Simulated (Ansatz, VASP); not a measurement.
## Pt: VASP beside Ansatz

The input INCAR:

```
  PREC = Accurate
  ENCUT = 600
  EDIFF = 1E-7
  ISMEAR = 0
  SIGMA = 0.1
  LREAL = False
  LASPH = True
  NELM = 80
  ALGO = Fast
  ISIF = 3
  LWAVE = False
  LCHARG = False
  GGA = PE
  IBRION = 2
  NSW = 90
  EDIFFG = -0.04
```

File KPOINTS:

```
Automatic mesh
0
Gamma
  4 4 4
```

Contents of POSCAR:

```
Pt
1.0
    5.4400000000      0.0000000000      0.0000000000
    0.0000000000      5.4400000000      0.0000000000
    0.0000000000      0.0000000000      5.4400000000
Pt
7
Direct
    0.5000000000      0.5000000000      0.0000000000
    0.0000000000      0.5000000000      0.5000000000
    0.5000000000      0.0000000000      0.5000000000
    0.5000000000      0.5000000000      0.5000000000
    0.5000000000      0.0000000000      0.0000000000
    0.0000000000      0.5000000000      0.0000000000
    0.0000000000      0.0000000000      0.5000000000
```

Input for Ansatz:

```yaml
crystal:
  lattice:
    - [5.44, 0.0, 0.0]
    - [0.0, 5.44, 0.0]
    - [0.0, 0.0, 5.44]
  atoms:
    - { symbol: Pt, position: [0.5, 0.5, 0.0] }
    - { symbol: Pt, position: [0.0, 0.5, 0.5] }
    - { symbol: Pt, position: [0.5, 0.0, 0.5] }
    - { symbol: Pt, position: [0.5, 0.5, 0.5] }
    - { symbol: Pt, position: [0.5, 0.0, 0.0] }
    - { symbol: Pt, position: [0.0, 0.5, 0.0] }
    - { symbol: Pt, position: [0.0, 0.0, 0.5] }
basis:
  ecutwfc: 420
kpoints:
  mp_grid: { grid: [4, 4, 4] }
hamiltonian:
  xc: pbe
scf:
  occupations: { method: gaussian, width: 0.1 }
  lower_state_search: "off"
output:
  forces: true
  stress: true
  eigenvalues: true
relax:
  adjacent_minimum: "off"
  f_tol: 0.04
  max_steps: 70
  cell: { stress_tol: 0.4 }
```

Alike in both runs: task relaxation of cell and atoms; functional PBE; k mesh 4 × 4 × 4; occupations gaussian, width 0.1 eV; no spin polarisation.

|  | VASP | Ansatz |
| --- | --- | --- |
| version | VASP 6.6.1 | Ansatz 0.2.0 |
| potentials or method | VASP PAW PBE potentials, release 64 (Pt), cutoff 600 eV | scalar-relativistic, plane waves, PAW |
| valence electrons in the cell | 70 | 126 |

|  | VASP | Ansatz | Ansatz less VASP |
| --- | --- | --- | --- |
| gap on the k mesh at the Fermi level, each at its own relaxed structure (eV) | none | none | - |
| relaxed volume (Å³/atom) | 19.91 | 19.93 | +0.023 |
| relaxed length of the cell vector where the two differ most in proportion (Å) | 5.185 | 5.187 | +0.0020 |

A gap of «none» marks a metal or a gap that the smearing closes. VASP's potentials hold 70 valence electrons a cell and Ansatz's 126, so a difference there can come from the potentials and not from the codes.

Neither program's run includes spin-orbit coupling.
